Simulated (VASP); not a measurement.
Set up this calculation in VASP 6.6.1, as the native input.

```
Task                   : single point
Functional             : PBEsol
Potentials or basis    : VASP PAW PBE potentials, release 64 (Ta_pv)
Cutoff                 : 520 eV
k mesh                 : 20 × 20 × 20
Occupations            : gaussian, width 0.15 eV
Spin                   : no spin polarisation
Dipole correction      : no
Further INCAR settings : ALGO = Normal; EDIFF = 1e-07; NBANDS = 12
```

The structure of Ta lies in POSCAR:

```
Ta
1.0
   -1.5852288000      1.5852288000      1.5191776000
    1.5852288000     -1.5852288000      1.5191776000
    1.5852288000      1.5852288000     -1.5191776000
Ta
1
Direct
    0.0000000000      0.0000000000      0.0000000000
```

This cell differs from its parent crystal: strain -0.040 along x and y, -0.080 along z.

One way to write it, as run:

INCAR

```
PREC = Accurate
ENCUT = 520
EDIFF = 1E-7
ISMEAR = 0
SIGMA = 0.15
LREAL = F
LASPH = T
NELM = 60
ALGO = Normal
ISIF = 2
LWAVE = F
LCHARG = T
GGA = PS
LELF = T
LVHAR = T
NBANDS = 12
```

KPOINTS

```
Automatic mesh
0
Gamma
  20 20 20
```

Potentials or basis: VASP PAW PBE potentials, release 64 (Ta_pv).

Command:

```console
$ cat potpaw_PBE.64/Ta_pv/POTCAR > POTCAR
$ mpirun -np 1 vasp_std > vasp.out
```

It gave:

```json
{
  "Pressure": "40.4 GPa",
  "Band gap on the k mesh": "zero (an odd number of electrons rules out a gap without spin polarisation)"
}
```

Caveat: the cell differs from its parent crystal (strain -0.040 along x and y, -0.080 along z); the stress differs along the axes, from 38 to 45 GPa; the PAW data sets were made with another functional, which shifts forces and pressure a little; spin-orbit coupling is left out, which moves the levels of the heavy elements.

Run time: 2.3 min on 1 thread of AMD EPYC 7R13, on a shared host, peak memory 0.22 GiB.
